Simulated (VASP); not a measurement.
# Eu: single point with revPBE+D4

Crystal: Eu.

```
Eu
1.0
    -2.30300    2.30300    2.30300
     2.30300   -2.30300    2.30300
     2.30300    2.30300   -2.30300
Eu
1
Direct
  0.00000 0.00000 0.00000
```

```json
{"Program": "VASP 6.6.1", "Task": "single point", "Functional": "revPBE", "Dispersion": "D4", "Potentials or basis": "VASP PAW PBE potentials, release 64 (Eu_2), 4f in core", "Cutoff": "520 eV", "k mesh": "8 × 8 × 8", "Occupations": "gaussian, width 0.01 eV", "Spin": "collinear spin, ferromagnetic start", "Starting moments": "[7.0] μB"}
```

- Pressure: -0.9 GPa
- Band gap on the k mesh: zero (filled and empty bands overlap)
- Net moment: -0.01 μB per cell
- Valence electrons inside the program's atomic spheres: Eu 7.05
- Dispersion energy per atom: -0.193 eV

Levels at points of the mesh, in eV from the Fermi level:
Spin up:
```csv
k point,band 1,band 2,band 3,band 4,band 5,band 6,band 7,band 8
"(0.00, 0.00, 0.00)",-18.94,-18.94,-18.94,-3.69,2.42,2.42,2.42,3.94
"(0.50, 0.00, 0.00)",-19.25,-19.04,-18.94,-1.05,0.86,1.13,3.81,4.53
"(0.50, 0.50, 0.50)",-19.16,-19.16,-19.16,-0.33,-0.33,4.62,4.62,4.62
```
Spin down:
```tsv
k point	band 2	band 3	band 4	band 5	band 6	band 7
(0.00, 0.00, 0.00)	-18.94	-18.94	-3.71	2.41	2.41	2.41
(0.50, 0.00, 0.00)	-19.04	-18.94	-1.06	0.85	1.12	3.80
(0.50, 0.50, 0.50)	-19.16	-19.16	-0.34	-0.34	4.61	4.61
```

It took 27 s on 1 thread of Intel(R) Xeon(R) Platinum 8559C (Emerald Rapids), on a shared host, peak memory 0.2 GiB.

Caveat: the PAW data sets were made with another functional, which shifts forces and pressure a little; spin-orbit coupling is left out, which moves the levels of the heavy elements; the 4f electrons are frozen in the core, so they carry no moment and show no levels; pairwise dispersion overbinds metals, which lowers pressure and volume. The state reached can hang on the start; a lower one may exist.
